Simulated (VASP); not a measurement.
MgO (Periclase):

```
Mg O
1.0
     0.00000    2.20076    2.20076
     2.20076    0.00000    2.20076
     2.20076    2.20076    0.00000
Mg O
1 1
Cartesian
  0.0000 0.0000 0.0000
  2.2008 2.2008 2.2008
```

This cell differs from its parent crystal: strain +4.7%.

Base run:

- Program: VASP 6.6.1
- Functional: PBE
- Potentials or basis: VASP PAW PBE potentials, release 64 (Mg, O)
- Cutoff: 520 eV
- k mesh: 10 × 10 × 10
- Occupations: fermi-dirac, width 0.02 eV
- Spin: no spin polarisation

Its results: band gap on the k mesh 3.55 eV, direct; pressure -13.1 GPa.

Question: The run is repeated on the same cell with these changes: functional from PBE to r2SCAN; occupations from fermi-dirac, width 0.02 eV to gaussian, width 0.01 eV. What comes out?

Answer: Band gap on the k mesh 4.37 eV, direct; pressure -18.3 GPa.

Caveats: the PAW data sets were made with another functional, which shifts forces and pressure a little (some runs).

